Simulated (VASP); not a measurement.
# MgH2 (Fm-3m) in VASP: single point with PBEsol

Aim: the single point of MgH2 with PBEsol.

Program: VASP 6.6.1. These are calculated values, not measurements. Logs are shortened: lines on timing, memory, paths and dates and some standing lists are left out, and cuts for length are marked.

### Step 1. The cell of the first run

Symmetry: Fm-3m, No. 225, cubic system. Conventional cell: a = 4.762 Å, b = 4.762 Å, c = 4.762 Å, α = 90.00°, β = 90.00°, γ = 90.00°. Mg (site symmetry m-3m) has 8 H at 2.06 Å within 2.7 Å. H (site symmetry -43m) has 4 Mg at 2.06 Å and 6 H at 2.38 Å within 2.7 Å.

### Step 2. Single point, PBEsol

The input, INCAR:

```
PREC     = Accurate       # precision mode
ENCUT    = 600            # plane-wave cutoff, eV
EDIFF    = 1E-6           # SCF threshold, eV
ISMEAR   = -1             # smearing method
SIGMA    = 0.1            # smearing width, eV
LREAL    = False          # projectors in reciprocal space
LASPH    = True           # aspherical terms in the spheres
NELM     = 120            # most SCF steps
ALGO     = Normal         # electronic algorithm
ISIF     = 2              # what is computed and relaxed
LWAVE    = False          # write WAVECAR
LCHARG   = False          # write CHGCAR
GGA      = PS             # functional
NBANDS   = 9              # bands
GGA_COMPAT= False
```

The input, KPOINTS:

```
regular mesh
0
Gamma
  4 4 4
```

The input, POSCAR:

```
MgH2
1.0
    0.0000000000      2.3810670000      2.3810670000
    2.3810670000      0.0000000000      2.3810670000
    2.3810670000      2.3810670000      0.0000000000
Mg H
1 2
Direct
    0.0000000000      0.0000000000      0.0000000000
    0.7500000000      0.7500000000      0.7500000000
    0.2500000000      0.2500000000      0.2500000000
```

Potentials or basis: VASP PAW PBE potentials, release 64 (Mg, H).

Started as:

```bash
$ cat potpaw_PBE.64/Mg/POTCAR potpaw_PBE.64/H/POTCAR > POTCAR
$ mpirun -np 1 vasp_std > vasp.out
```

OUTCAR:

```text
PREC = Accurate
   ENCUT = 600
   EDIFF = 1E-6
   ISMEAR = -1
   LREAL = False
   LASPH = True
   NELM = 120
   ISIF = 2
   GGA = PS

 ion  position               nearest neighbor table
   1  0.000  0.000  0.000-   2 2.06   2 2.06   2 2.06   2 2.06   3 2.06   3 2.06   3 2.06   3 2.06

   2  0.750  0.750  0.750-   1 2.06   1 2.06   1 2.06   1 2.06
   3  0.250  0.250  0.250-   1 2.06   1 2.06   1 2.06   1 2.06

  LATTYP: Found a face centered cubic cell.
 ALAT       =     4.7621340000

  Lattice vectors:

 A1 = (   0.0000000000,   2.3810670000,   2.3810670000)
 A2 = (   2.3810670000,   0.0000000000,   2.3810670000)
 A3 = (   2.3810670000,   2.3810670000,   0.0000000000)

Analysis of symmetry for initial positions (statically):
=====================================================================
 Subroutine PRICEL returns:
 Original cell was already a primitive cell.

 Routine SETGRP: Setting up the symmetry group for a
 face centered cubic supercell.

 Subroutine GETGRP returns: Found 48 space group operations
 (whereof 48 operations were pure point group operations)
 out of a pool of 48 trial point group operations.

The static configuration has the point symmetry O_h .

Analysis of symmetry for dynamics (positions and initial velocities):
=====================================================================
 Subroutine PRICEL returns:
 Original cell was already a primitive cell.

 Routine SETGRP: Setting up the symmetry group for a
 face centered cubic supercell.

 Subroutine GETGRP returns: Found 48 space group operations
 (whereof 48 operations were pure point group operations)
 out of a pool of 48 trial point group operations.

The dynamic configuration has the point symmetry O_h .

 Subroutine INISYM returns: Found 48 space group operations
 (whereof 48 operations are pure point group operations),
 and found     1 'primitive' translations

----------------------------------------------------------------------------------------

                                     Primitive cell

  volume of cell :      26.9988

  direct lattice vectors                    reciprocal lattice vectors
     0.000000000  2.381067000  2.381067000    -0.209989891  0.209989891  0.209989891
     2.381067000  0.000000000  2.381067000     0.209989891 -0.209989891  0.209989891
     2.381067000  2.381067000  0.000000000     0.209989891  0.209989891 -0.209989891

  length of vectors
     3.367337244  3.367337244  3.367337244     0.363713160  0.363713160  0.363713160

  position of ions in fractional coordinates (direct lattice)
     0.000000000  0.000000000  0.000000000
     0.750000000  0.750000000  0.750000000
     0.250000000  0.250000000  0.250000000

  ion indices of the primitive-cell ions
   primitive index   ion index
                 1           1
                 2           2
                 3           3

----------------------------------------------------------------------------------------

 KPOINTS: regular mesh

Automatic generation of k-mesh.
 Grid dimensions read from file:
 generate k-points for:    4    4    4

 Generating k-lattice:

  Cartesian coordinates                     Fractional coordinates (reciprocal lattice)
    -0.052497473  0.052497473  0.052497473     0.250000000  0.000000000  0.000000000
     0.052497473 -0.052497473  0.052497473     0.000000000  0.250000000  0.000000000
     0.052497473  0.052497473 -0.052497473     0.000000000  0.000000000  0.250000000

  Length of vectors
     0.090928290  0.090928290  0.090928290

  Shift w.r.t. Gamma in fractional coordinates (k-lattice)
     0.000000000  0.000000000  0.000000000

 Subroutine IBZKPT returns following result:
 ===========================================

 Found      8 irreducible k-points:

 Following reciprocal coordinates:
            Coordinates               Weight
  0.000000  0.000000  0.000000      1.000000
  0.250000  0.000000  0.000000      8.000000
  0.500000  0.000000  0.000000      4.000000
  0.250000  0.250000  0.000000      6.000000
  0.500000  0.250000  0.000000     24.000000
 -0.250000  0.250000  0.000000     12.000000
  0.500000  0.500000  0.000000      3.000000
 -0.250000  0.500000  0.250000      6.000000
   k-points           NKPTS =      8   k-points in BZ     NKDIM =      8   number of bands    NBANDS=      9
   number of dos      NEDOS =    301   number of ions     NIONS =      3
   total plane-waves  NPLWV =  21952
   dimension x,y,z NGX =    28 NGY =   28 NGZ =   28
   dimension x,y,z NGXF=    56 NGYF=   56 NGZF=   56
   ions per type =               1   2
   NGX,Y,Z   is equivalent  to a cutoff of  13.82, 13.82, 13.82 a.u.
   NGXF,Y,Z  is equivalent  to a cutoff of  27.65, 27.65, 27.65 a.u.
 SYSTEM =  unknown system
   PREC   = accura    normal or accurate (medium, high low for compatibility)
   ISTART =      0    job   : 0-new  1-cont  2-samecut
   ICHARG =      2    charge: 1-file 2-atom 10-const
   ISPIN  =      1    spin polarized calculation?
   LNONCOLLINEAR =      F non collinear calculations
   LSORBIT =      F    spin-orbit coupling
   LASPH  =      T    aspherical Exc in radial PAW
   ENCUT  =  600.0 eV  44.10 Ry    6.64 a.u.   6.73  6.73  6.73*2*pi/ulx,y,z
   NELM   =    120;   NELMIN=  2; NELMDL= -5     # of ELM steps
   EDIFF  = 0.1E-05   stopping-criterion for ELM
   LREAL  =      F    real-space projection
   EDIFFG = 0.1E-04   stopping-criterion for IOM
   NSW    =      0    number of steps for IOM
   IBRION =     -1    ionic relax: 0-MD 1-quasi-New 2-CG
   NFREE  =      0    steps in history (QN), initial steepest desc. (CG)
   ISIF   =      2    stress and relaxation
   ISYM   =      2    0-nonsym 1-usesym 2-fastsym
   POTIM  = 0.5000    time-step for ionic-motion
   TEBEG  =    0.0;   TEEND  =   0.0 temperature during run
   PSTRESS=    0.0 pullay stress
   NELECT =       4.0000    total number of electrons
   NUPDOWN=      -1.0000    fix difference up-down
   EMIN   =  10.00;   EMAX   =-10.00  energy-range for DOS
   EFERMI =   0.00;   METHOD = LEGACY
   ISMEAR =    -1;   SIGMA  =   0.10  broadening in eV -4-tet -1-fermi 0-gaus
   EFERMI_NEDOS =   21; number of points for ismear=-14 and -15
   IALGO  =     38    algorithm
   IMIX   =      4    mixing-type and parameters
     AMIX     =   0.40;   BMIX     =  1.00
     AMIX_MAG =   1.60;   BMIX_MAG =  1.00
  volume/ion in A,a.u.               =       9.00        60.73
  Fermi-wavevector in a.u.,A,eV,Ry     =   0.866257  1.636988 10.209818  0.750400
  Thomas-Fermi vector in A             =   1.984619
   LORBIT       =      0    0 simple, 1 ext, 2 COOP (PROOUT), +10 PAW based schemes
   GGA     = PS    functional components
   LHFCALC =     F    Hartree Fock is set to
   AEXX    =    0.0000 exact exchange contribution
   IVDW    =     0    specifies the selected vdW correction
   LEPSILON=     F    determine dielectric tensor
   LRPA    =     F    only Hartree local field effects (RPA)
 non-spin polarized calculation
  energy-cutoff  :      600.00
  volume of cell :       27.00
 maximum number of plane-waves:       934
 NGX is ok and might be reduce to    28
   NGX = 13   NGY = 13   NGZ = 13

 number of electron       4.0000000 magnetization

 Free energy of the ion-electron system (eV)
  ---------------------------------------------------
  ext. energy  EPLUGINS =         0.00000000
  ---------------------------------------------------
  free energy    TOTEN  =        -8.61861356 eV

  energy without entropy =       -8.61070546  energy(sigma->0) =       -8.61465951

 E-fermi :   2.3418     XC(G=0):  -9.1027

 val. band max:        1.9365948191   @ k =   0.2500   0.2500   0.0000
 cond. band min:       2.3954910566   @ k =   0.5000   0.5000   0.0000
 fundamental gap:      0.4588962375
 Fermi energy:         2.3418113368

 k-point     1 :       0.0000    0.0000    0.0000
  band No.  band energies     occupation
      1      -7.0801      2.00000
      2       3.9952      0.00000
      3      12.1274      0.00000
      4      12.1274      0.00000
      5      12.1274      0.00000
      6      14.6528      0.00000
      7      14.6528      0.00000
      8      14.6528      0.00000
      9      15.5236      0.00000

 k-point     2 :       0.2500    0.0000    0.0000
  band No.  band energies     occupation
      1      -5.9453      2.00000
      2       1.5885      1.99893
      3       9.7853      0.00000
      4      11.3435      0.00000
      5      11.3435      0.00000
      6      12.5507      0.00000
      7      14.4542      0.00000
      8      14.4542      0.00000
      9      17.7213      0.00000

 k-point     3 :       0.5000    0.0000    0.0000
  band No.  band energies     occupation
      1      -2.7883      2.00000
      2      -2.7085      2.00000
      3       9.6183      0.00000
      4      10.1816      0.00000
      5      11.7890      0.00000
      6      11.7890      0.00000
      7      11.9247      0.00000
      8      11.9247      0.00000
      9      22.4631      0.00000

 k-point     4 :       0.2500    0.2500    0.0000
  band No.  band energies     occupation
      1      -5.5898      2.00000
      2       1.9366      1.96582
      3       8.1778      0.00000
      4       8.8918      0.00000
      5       8.8918      0.00000
      6      12.1604      0.00000
      7      17.2710      0.00000
      8      18.0651      0.00000
      9      19.9312      0.00000

 k-point     5 :       0.5000    0.2500    0.0000
  band No.  band energies     occupation
      1      -3.2358      2.00000
      2      -0.7717      2.00000
      3       5.0523      0.00000
      4       7.4989      0.00000
      5       8.5756      0.00000
      6      15.0011      0.00000
      7      15.7919      0.00000
      8      17.3417      0.00000
      9      19.5131      0.00000

 k-point     6 :      -0.2500    0.2500    0.0000
  band No.  band energies     occupation
      1      -4.1504      2.00000
      2      -0.2195      2.00000
      3       5.5453      0.00000
      4       9.0504      0.00000
      5      10.4257      0.00000
      6      13.0802      0.00000
      7      15.3466      0.00000
      8      17.3390      0.00000
      9      19.0437      0.00000

 k-point     7 :       0.5000    0.5000    0.0000
  band No.  band energies     occupation
      1      -2.7734      2.00000
      2       0.6533      2.00000
      3       2.3955      0.73787
      4       7.4911      0.00000
      5       7.4911      0.00000
      6      10.6749      0.00000
      7      19.6967      0.00000
      8      23.1434      0.00000
      9      23.1434      0.00000

 k-point     8 :      -0.2500    0.5000    0.2500
  band No.  band energies     occupation
      1      -1.5013      2.00000
      2      -1.5013      2.00000
      3       3.7525      0.00000
      4       4.2892      0.00000
      5      12.5823      0.00000
      6      12.5823      0.00000
      7      16.1057      0.00000
      8      17.5988      0.00000
      9      23.5181      0.00000

------------------------ aborting loop because EDIFF is reached ----------------------------------------

  FORCE on cell =-STRESS in cart. coord.  units (eV):
  Direction    XX          YY          ZZ          XY          YZ          ZX
  --------------------------------------------------------------------------------------
  -------------------------------------------------------------------------------------
  Total       -0.2528403     -0.2528403     -0.2528403      0.0000000      0.0000000     -0.0000000
  in kB      -15.0041721    -15.0041721    -15.0041721      0.0000000      0.0000000     -0.0000000
  external PRESSURE =     -15.0041721 kB  Pullay stress =       0.0000000 kB

 VOLUME and BASIS-vectors are now :
 -----------------------------------------------------------------------------
  energy-cutoff  :      600.00
  volume of cell :       27.00
      direct lattice vectors                 reciprocal lattice vectors
     0.000000000  2.381067000  2.381067000    -0.209989891  0.209989891  0.209989891
     2.381067000  0.000000000  2.381067000     0.209989891 -0.209989891  0.209989891
     2.381067000  2.381067000  0.000000000     0.209989891  0.209989891 -0.209989891

 POSITION                                       TOTAL-FORCE (eV/Angst)
 -----------------------------------------------------------------------------------
      0.00000      0.00000      0.00000        -0.000000     -0.000000     -0.000000
      3.57160      3.57160      3.57160         0.000000      0.000000      0.000000
      1.19053      1.19053      1.19053         0.000000      0.000000     -0.000000
 -----------------------------------------------------------------------------------
    total drift:                                0.000000      0.000000      0.000000

  FREE ENERGIE OF THE ION-ELECTRON SYSTEM (eV)
  ---------------------------------------------------
  free  energy   TOTEN  =        -8.6186135616 eV

  energy  without entropy=       -8.6107054574  energy(sigma->0) =       -8.61465951
```

It took 4.8 s on 1 thread of Intel Xeon Platinum 8488C (Sapphire Rapids), shared host; peak memory 0.15 GiB.

Results:

```
Free energy            : -8.6186 eV
Pressure               : -1.5 GPa
Band gap on the k mesh : zero (band 2 reaches 4.00 eV, above the bottom of band 3 at 2.40 eV)
```

Caveat: the k points lie up to 0.57 Å⁻¹ apart; the PAW data sets were made with another functional, which shifts forces and pressure a little.
